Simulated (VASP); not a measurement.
# Li (P1) in VASP: molecular dynamics with PBE+D3(BJ)

Aim: the molecular dynamics of Li with PBE+D3(BJ).

All numbers are computed with VASP 6.6.1; they aren't measurements. Logs are shortened: lines on timing, memory, paths and dates and some standing lists are left out, and cuts for length are marked.

### Step 1. The cell of the first run

The typed cell holds 16 atoms: a = 6.980 Å, b = 6.980 Å, c = 6.980 Å, α = 90.00°, β = 90.00°, γ = 90.00°.

### Step 2. Molecular dynamics, PBE+D3(BJ)

Input file INCAR:

```
PREC = Normal ; ENCUT = 550
EDIFF = 1E-5 ; ISMEAR = -1
SIGMA = 0.11 ; LREAL = F
LASPH = T ; NELM = 120
ALGO = Normal ; ISIF = 2
LWAVE = F ; LCHARG = F
GGA = PE ; IVDW = 12
IBRION = 0 ; NSW = 40
POTIM = 1.0 ; TEBEG = 780.0
TEEND = 780.0 ; ISYM = 0
NELMIN = 4 ; RANDOM_SEED = 451626 0 0
MDALGO = 1 ; ANDERSEN_PROB = 0.0
GGA_COMPAT = F ; MAXMIX = 40
```

Input file KPOINTS:

```
regular mesh
0
Gamma
  2 2 2
```

Input file POSCAR:

```
Li
1.0
    6.9800000000      0.0000000000      0.0000000000
    0.0000000000      6.9800000000      0.0000000000
    0.0000000000      0.0000000000      6.9800000000
Li
16
Direct
    0.0373246400      0.0038108000      0.0072313400
    0.5276033000      0.0021880300     -0.0114005800
    0.0068490500      0.3969778600     -0.0215743200
    0.0966386600      0.0158641000      0.4390588500
    0.2920754900      0.2805796000      0.1833285900
    0.5534228500      0.5033216200     -0.0119273000
    0.4940570400     -0.0454119100      0.5059343200
    0.6824652600      0.2407533200      0.2443593200
    0.0301194000      0.5628240100      0.5066149000
    0.2029635700      0.7335863900      0.1940542300
    0.2454814500      0.2252869600      0.7057317200
    0.4477247600      0.5208927500      0.5192509600
    0.8112726500      0.7214002800      0.1853427100
    0.7262729200      0.2859273300      0.6746673300
    0.2741098300      0.7956163500      0.7682744700
    0.7716667000      0.8142986000      0.7307466600
```

Potentials or basis: VASP PAW PBE potentials, release 64 (Li_sv).

Launch:

```console
$ cat potpaw_PBE.64/Li_sv/POTCAR > POTCAR
$ mpirun -np 1 vasp_std > vasp.out
```

OUTCAR:

```text
PREC = Normal
   ENCUT = 550
   EDIFF = 1E-5
   ISMEAR = -1
   LREAL = F
   LASPH = T
   NELM = 120
   ISIF = 2
   GGA = PE
   IVDW = 12
   IBRION = 0
   NSW = 40
   POTIM = 1.0
   TEBEG = 780.0
   ISYM = 0
   NELMIN = 4
 IVDW          = 12

 ion  position               nearest neighbor table
   1  0.037  0.004  0.007-  10 2.57
   2  0.528  0.002  0.989-
   3  0.007  0.397  0.978-   5 2.58
   4  0.097  0.016  0.439-  11 2.58
   5  0.292  0.281  0.183-   3 2.58
   6  0.553  0.503  0.988-
   7  0.494  0.955  0.506-
   8  0.682  0.241  0.244-
   9  0.030  0.563  0.507-
  10  0.203  0.734  0.194-   1 2.57
  11  0.245  0.225  0.706-   4 2.58
  12  0.448  0.521  0.519-
  13  0.811  0.721  0.185-
  14  0.726  0.286  0.675-
  15  0.274  0.796  0.768-
  16  0.772  0.814  0.731-

IMPORTANT INFORMATION: All symmetrisations will be switched off!
NOSYMM: (Re-)initialisation of all symmetry stuff for point group C_1.

----------------------------------------------------------------------------------------

                                     Primitive cell

  volume of cell :     340.0684

  direct lattice vectors                    reciprocal lattice vectors
     6.980000000  0.000000000  0.000000000     0.143266476  0.000000000  0.000000000
     0.000000000  6.980000000  0.000000000     0.000000000  0.143266476  0.000000000
     0.000000000  0.000000000  6.980000000     0.000000000  0.000000000  0.143266476

  length of vectors
     6.980000000  6.980000000  6.980000000     0.143266476  0.143266476  0.143266476

  position of ions in fractional coordinates (direct lattice)
     0.037324640  0.003810800  0.007231340
     0.527603300  0.002188030  0.988599420
     0.006849050  0.396977860  0.978425680
     0.096638660  0.015864100  0.439058850
     0.292075490  0.280579600  0.183328590
     0.553422850  0.503321620  0.988072700
[... 8 lines left out ...]
     0.274109830  0.795616350  0.768274470
     0.771666700  0.814298600  0.730746660

  ion indices of the primitive-cell ions
   primitive index   ion index
                 1           1
                 2           2
                 3           3
                 4           4
                 5           5
                 6           6
[... 8 lines left out ...]
                15          15
                16          16

----------------------------------------------------------------------------------------

 KPOINTS: regular mesh

Automatic generation of k-mesh.
 Grid dimensions read from file:
 generate k-points for:    2    2    2

 Generating k-lattice:

[... 41 lines left out ...]
   LASPH  =      T    aspherical Exc in radial PAW
   ENCUT  =  550.0 eV  40.42 Ry    6.36 a.u.  13.35 13.35 13.35*2*pi/ulx,y,z
   NELM   =    120;   NELMIN=  4; NELMDL= -5     # of ELM steps
   EDIFF  = 0.1E-04   stopping-criterion for ELM
   LREAL  =      F    real-space projection
   EDIFFG = 0.1E-03   stopping-criterion for IOM
   NSW    =     40    number of steps for IOM
   IBRION =      0    ionic relax: 0-MD 1-quasi-New 2-CG
   NFREE  =      0    steps in history (QN), initial steepest desc. (CG)
   ISIF   =      2    stress and relaxation
   ISYM   =      0    0-nonsym 1-usesym 2-fastsym
   POTIM  = 1.0000    time-step for ionic-motion
   TEBEG  =  780.0;   TEEND  = 780.0 temperature during run
   PSTRESS=    0.0 pullay stress
   NELECT =      48.0000    total number of electrons
   NUPDOWN=      -1.0000    fix difference up-down
   EMIN   =  10.00;   EMAX   =-10.00  energy-range for DOS
   EFERMI =   0.00;   METHOD = LEGACY
   ISMEAR =    -1;   SIGMA  =   0.11  broadening in eV -4-tet -1-fermi 0-gaus
   EFERMI_NEDOS =   21; number of points for ismear=-14 and -15
   IALGO  =     38    algorithm
   IMIX   =      4    mixing-type and parameters
     AMIX     =   0.40;   BMIX     =  1.00
     AMIX_MAG =   1.60;   BMIX_MAG =  1.00
  volume/ion in A,a.u.               =      21.25       143.43
  Fermi-wavevector in a.u.,A,eV,Ry     =   0.852380  1.610764  9.885331  0.726551
  Thomas-Fermi vector in A             =   1.968659
   LORBIT       =      0    0 simple, 1 ext, 2 COOP (PROOUT), +10 PAW based schemes
   GGA     = PE    functional components
   LHFCALC =     F    Hartree Fock is set to
   AEXX    =    0.0000 exact exchange contribution
   IVDW    =    12    specifies the selected vdW correction
   LEPSILON=     F    determine dielectric tensor
   LRPA    =     F    only Hartree local field effects (RPA)
 molecular dynamics for ions
 non-spin polarized calculation
  energy-cutoff  :      550.00
  volume of cell :      340.07
 maximum number of plane-waves:      9972
   NGX = 27   NGY = 27   NGZ = 27

--------------------------------------- Ionic step        1  -------------------------------------------

 number of electron      47.9999918 magnetization

 Free energy of the ion-electron system (eV)
  ---------------------------------------------------
  ext. energy  EPLUGINS =         0.00000000
  ---------------------------------------------------
  free energy    TOTEN  =       -28.90505424 eV

  energy without entropy =      -28.54097576  energy(sigma->0) =      -28.72301500

------------------------ aborting loop because EDIFF is reached ----------------------------------------

 Edisp (eV)   -2.58074

 E8    (eV) :    -1.0774
[... 173 lines left out ...]
  ENERGY OF THE ELECTRON-ION-THERMOSTAT SYSTEM (eV)
  ---------------------------------------------------
% ion-electron   TOTEN  =       -31.467267  see above
  kinetic energy EKIN   =         1.487979
  kin. lattice  EKIN_LAT=         0.000000  (temperature  767.43 K)
  nose potential ES     =         0.000000
  nose kinetic   EPS    =         0.000000
  ---------------------------------------------------
  total energy   ETOTAL =       -29.979288 eV

[... ionic steps 4 to 37 ...]

--------------------------------------- Ionic step       38  -------------------------------------------

 number of electron      48.0000142 magnetization

------------------------ aborting loop because EDIFF is reached ----------------------------------------
[... 123 lines left out ...]
--------------------------------------- Ionic step       40  -------------------------------------------

 number of electron      48.0000115 magnetization

 Free energy of the ion-electron system (eV)
  ---------------------------------------------------
  ext. energy  EPLUGINS =         0.00000000
  ---------------------------------------------------
  free energy    TOTEN  =       -28.32159025 eV

  energy without entropy =      -27.97442976  energy(sigma->0) =      -28.14801000

 E-fermi :   0.3000     XC(G=0):  -6.9011

 val. band max:        0.2327239620   @ k =   0.5000   0.0000   0.5000
 cond. band min:       0.3042332782   @ k =   0.5000   0.5000   0.0000
 fundamental gap:      0.0715093162
 Fermi energy:         0.2999958668

 k-point     1 :       0.0000    0.0000    0.0000
  band No.  band energies     occupation
      1     -46.5263      2.00000
      2     -46.5234      2.00000
      3     -46.4366      2.00000
      4     -46.4116      2.00000
      5     -46.3876      2.00000
      6     -46.3865      2.00000
[... 330 lines left out ...]
  ENERGY OF THE ELECTRON-ION-THERMOSTAT SYSTEM (eV)
  ---------------------------------------------------
% ion-electron   TOTEN  =       -30.906852  see above
  kinetic energy EKIN   =         0.928123
  kin. lattice  EKIN_LAT=         0.000000  (temperature  478.68 K)
  nose potential ES     =         0.000000
  nose kinetic   EPS    =         0.000000
  ---------------------------------------------------
  total energy   ETOTAL =       -29.978730 eV
```

CONTCAR:

```text
Li
   1.00000000000000
     6.9800000000000004    0.0000000000000000    0.0000000000000000
     0.0000000000000000    6.9800000000000004    0.0000000000000000
     0.0000000000000000    0.0000000000000000    6.9800000000000004
  Li
    16
Direct
     0.0361552944000733   -0.0038146193563685    0.0568566416986420
     0.5021305659272406    0.0714995915835089    0.9356408367461080
    -0.0068172786699150    0.4457542161978733    0.9076501753227967
     0.0508182338413356    0.0826524096223780    0.4327669651352757
     0.3134278355145606    0.2888602937241875    0.1995014096785818
     0.4769971687431709    0.5653066516068799    0.9544251807583699
[... 8 lines left out ...]
     0.2243186421673685    0.7935091611213411    0.7855409720604788
     0.8633477869523137    0.7833727246405711    0.7499172616091435

 -0.53081689E-02  0.93672692E-02  0.52990875E-02
  0.14592702E-02  0.11238730E-02 -0.65580532E-03
 -0.29280174E-02  0.14545085E-01 -0.90798434E-03
 -0.50180184E-02  0.20223297E-02  0.81718252E-02
 -0.13614328E-02 -0.79837793E-02  0.60348688E-02
 -0.11176020E-01  0.10308031E-01 -0.20631380E-01
[... 8 lines left out ...]
 -0.34961913E-02 -0.13780236E-01 -0.59762028E-02
  0.83065090E-02 -0.32813905E-02 -0.17345609E-03

           1
   1.00000000000000
  0.10000000E+01  0.00000000E+00  0.00000000E+00  0.00000000E+00
  0.35394812E-01  0.99752740E+00  0.57615823E-01
  0.50233963E+00  0.71660605E-01  0.93554688E+00
  0.99276323E+00  0.44783804E+00  0.90752009E+00
  0.50099320E-01  0.82942142E-01  0.43393771E+00
  0.31323279E+00  0.28771649E+00  0.20036600E+00
  0.47539602E+00  0.56678345E+00  0.95146940E+00
[... 40 lines left out ...]
  0.00000000E+00  0.00000000E+00  0.00000000E+00
  0.00000000E+00  0.00000000E+00  0.00000000E+00
```

Wall time 7.6 min (1 thread of AMD EPYC 9R45 (Zen 5), shared host); peak memory 0.35 GiB.

Results:

| Property | Result |
| --- | --- |
| Dispersion energy per atom | -0.162 eV |

The path:
```csv
step,potential energy change (eV),largest force (eV/Å),pressure (GPa),volume (Å³),temperature (K)
1,0.0000,0.8017,-1.00,340.07,777
2,0.0098,0.7957,-1.02,340.07,772
3,0.0185,0.7873,-1.03,340.07,767
4,0.0263,0.7767,-1.01,340.07,763
5,0.0331,0.7626,-1.01,340.07,760
6,0.0390,0.7456,-1.02,340.07,757
7,0.0440,0.7255,-1.02,340.07,754
8,0.0483,0.7029,-1.03,340.07,752
9,0.0520,0.7096,-1.03,340.07,750
10,0.0552,0.7254,-1.03,340.07,749
11,0.0581,0.7386,-1.04,340.07,747
12,0.0610,0.7483,-1.05,340.07,746
13,0.0639,0.7549,-1.05,340.07,744
14,0.0670,0.7570,-1.06,340.07,742
15,0.0705,0.7559,-1.06,340.07,741
16,0.0743,0.7516,-1.06,340.07,739
17,0.0789,0.7467,-1.06,340.07,736
18,0.0846,0.7551,-1.06,340.07,733
19,0.0918,0.7620,-1.06,340.07,730
20,0.1003,0.7670,-1.06,340.07,725
21,0.1105,0.7697,-1.06,340.07,720
22,0.1226,0.7703,-1.05,340.07,714
23,0.1369,0.7685,-1.04,340.07,706
24,0.1533,0.7645,-1.03,340.07,698
25,0.1721,0.7584,-1.02,340.07,688
26,0.1932,0.7500,-1.01,340.07,677
27,0.2166,0.7395,-0.99,340.07,665
28,0.2421,0.7268,-0.98,340.07,652
29,0.2695,0.7121,-0.96,340.07,638
30,0.2987,0.6961,-0.95,340.07,623
31,0.3293,0.6968,-0.93,340.07,607
32,0.3609,0.7350,-0.91,340.07,591
33,0.3931,0.7932,-0.89,340.07,574
34,0.4253,0.8512,-0.87,340.07,558
35,0.4566,0.9068,-0.86,340.07,542
36,0.4865,0.9587,-0.84,340.07,526
37,0.5143,1.0081,-0.83,340.07,512
38,0.5394,1.0518,-0.81,340.07,499
39,0.5612,1.0933,-0.80,340.07,488
40,0.5789,1.1256,-0.80,340.07,479
```

Caveat: the k points lie up to 0.45 Å⁻¹ apart; the cutoff is under 1.25 times the usual one of these potentials, so pressure, stress and relaxed cells hold a basis-set (Pulay) error.
